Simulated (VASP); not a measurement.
**Pd: single point with r2SCAN+D3(BJ)**

Pd:

```xyz
1
Lattice="-1.5723 1.5723 1.5723 1.5723 -1.5723 1.5723 1.5723 1.5723 -1.5723" Properties=species:S:1:pos:R:3 pbc="T T T"
Pd    0.0000    0.0000    0.0000
```

| Item | Value |
| --- | --- |
| Program | VASP 6.6.1 |
| Task | single point |
| Functional | r2SCAN |
| Dispersion | D3(BJ) |
| Potentials or basis | VASP PAW PBE potentials, release 64 (Pd) |
| Cutoff | 520 eV |
| k mesh | 10 × 10 × 10 |
| Occupations | methfessel-paxton, width 0.02 eV |
| Spin | no spin polarisation |

```json
{
  "Pressure": "-8.2 GPa",
  "Band gap on the k mesh": "zero (band 5 reaches 9.34 eV, above the bottom of band 6 at 7.80 eV)",
  "Dispersion energy per atom": "-0.300 eV"
}
```

Levels at points of the mesh, in eV from the Fermi level:
```
           k point  band 1  band 2  band 3  band 4  band 5  band 6  band 7  band 8  band 9  band 10
(0.00, 0.00, 0.00)   -6.83   -2.89   -2.89   -2.89   -1.04   -1.04   20.15   20.15   20.15    22.71
(0.50, 0.00, 0.00)   -5.10   -4.02   -1.09   -0.82    0.50    1.70    7.85   15.73   18.12    22.68
(0.50, 0.50, 0.50)   -5.07   -5.07    0.14    0.14    0.14    9.52    9.52    9.52   17.58    17.73
```

Run time: 18 s on 1 thread of AMD EPYC 9R45 96-Core Processor (Zen 5) (shared host), peak memory 0.11 GiB.

Caveat: three body term missing; the PAW data sets were made with another functional, which shifts forces and pressure a little; pairwise dispersion overbinds metals, which lowers pressure and volume.
